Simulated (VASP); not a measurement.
The system is InP.

```
CELL_PARAMETERS angstrom
0.00000 2.87994 2.87994
2.87994 0.00000 2.87994
2.87994 2.87994 0.00000
ATOMIC_POSITIONS crystal
In 0.00000 0.00000 0.00000
P 0.25000 0.25000 0.25000
```

This cell differs from its parent crystal: strain -2.5%.

Base run:

```yaml
Program: VASP 6.6.1
Functional: r2SCAN
Potentials_or_basis: VASP PAW PBE potentials, release 64 (In_d, P)
Cutoff: 520 eV
k_mesh: 8 × 8 × 8
Occupations: gaussian, width 0.01 eV
Spin: no spin polarisation
```

Its results: band gap on the k mesh 1.47 eV, direct; pressure 6.0 GPa.

The run is repeated on the same cell with these changes: functional from r2SCAN to PBE; cutoff from 520 eV to 500 eV; k mesh from 8 × 8 × 8 to 4 × 4 × 4. What comes out?

Band gap on the k mesh 0.98 eV, direct; pressure 7.9 GPa.

Several settings changed at once, so the effect can't be laid on one alone.

Caveats: some runs use coarse meshes; spin-orbit coupling is left out, which moves the levels of the heavy elements; the PAW data sets were made with another functional, which shifts forces and pressure a little (some runs).

A k mesh can miss the band edges.
